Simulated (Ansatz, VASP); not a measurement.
Given: the input of a run of VASP 6.6.1 on Ta.

The input POSCAR:

```
Ta
1.0
    2.9385392399      0.0000000000      0.0000000000
   -1.4692696200      2.5448496318      0.0000000000
    0.0000000000      0.0000000000      5.2342590858
Ta
2
Direct
    0.3333333333      0.6666666667      0.2500000000
    0.6666666667      0.3333333333      0.7500000000
```

Contents of INCAR.step1:

```
ALGO     = Normal         # electronic algorithm
EDIFF    = 1E-4           # SCF threshold, eV
ENCUT    = 520            # plane-wave cutoff, eV
GGA      = PE             # functional
ISMEAR   = -1             # smearing method
LASPH    = T              # aspherical terms in the spheres
LCHARG   = F              # write CHGCAR
LREAL    = F              # projectors in reciprocal space
LWAVE    = T              # write WAVECAR
NBANDS   = 18             # bands
NELM     = 80             # most SCF steps
PREC     = Accurate       # precision mode
SIGMA    = 0.05           # smearing width, eV
```

File INCAR.step2:

```
ALGO     = Normal         # electronic algorithm
EDIFF    = 1E-7           # SCF threshold, eV
ENCUT    = 520            # plane-wave cutoff, eV
ISIF     = 2              # what is computed and relaxed
ISMEAR   = -1             # smearing method
ISTART   = 1            
LASPH    = T              # aspherical terms in the spheres
LCHARG   = T              # write CHGCAR
LELF     = T              # ELF
LMIXTAU  = T            
LREAL    = F              # projectors in reciprocal space
LVHAR    = T            
LWAVE    = F              # write WAVECAR
METAGGA  = R2SCAN         # meta-GGA
NBANDS   = 18             # bands
NELM     = 80             # most SCF steps
PREC     = Accurate       # precision mode
SIGMA    = 0.05           # smearing width, eV
```

File KPOINTS:

```
k-points
0
Gamma
  11 11 5
```

Potentials or basis: VASP PAW PBE potentials, release 64 (Ta_pv).

Command:

```bash
$ cat potpaw_PBE.64/Ta_pv/POTCAR > POTCAR
$ cp INCAR.step1 INCAR
$ mpirun -np 1 vasp_std > vasp.out
$ cp INCAR.step2 INCAR
$ mpirun -np 1 vasp_std > vasp.out
```

**Question.** Set up the same calculation for Ansatz 0.2.0. Potentials there: Ansatz PAW.

**Answer.** As run (the cutoff follows the program's own potentials):

Contents of input.yaml:

```yaml
crystal:
  lattice:
    - [2.9385392399, 0.0, 0.0]
    - [-1.46926962, 2.5448496318, 0.0]
    - [0.0, 0.0, 5.2342590858]
  atoms:
    - { symbol: Ta, position: [0.3333333333, 0.6666666667, 0.25] }
    - { symbol: Ta, position: [0.6666666667, 0.3333333333, 0.75] }
hamiltonian:
  xc: r2scan
  pseudopotentials: { kind: paw }
kpoints:
  mp_grid: { grid: [11, 11, 5] }
scf:
  occupations: { method: fermi_dirac, width: 0.05 }
output:
  forces: true
  stress: true
  eigenvalues: true
```

Potentials or basis: Ansatz PAW.

Launch:

```bash
$ ansatz run input.yaml --threads 2 --pin off --max-ram 5632MiB --backend cpu --events-out ev --progress --plain --runs-dir out
```

Both were run:

|  | VASP | Ansatz | Ansatz less VASP |
| --- | --- | --- | --- |
| gap on the k mesh at the Fermi level (eV) | none | none | - |
| pressure (GPa) | -9.9 | -10.3 | -0.42 |
| traceless stress, the component that is largest in VASP (GPa) | 1.05 | 0.99 | -0.057 |

VASP's potentials were made for PBE, not for r2SCAN. A gap of «none» marks a metal or a gap that the smearing closes. The functional is the same, so the differences come from potentials, cutoffs and numerics. VASP's potentials hold 22 valence electrons a cell and Ansatz's 26, so a difference there can come from the potentials and not from the codes.

Neither program's run includes spin-orbit coupling.
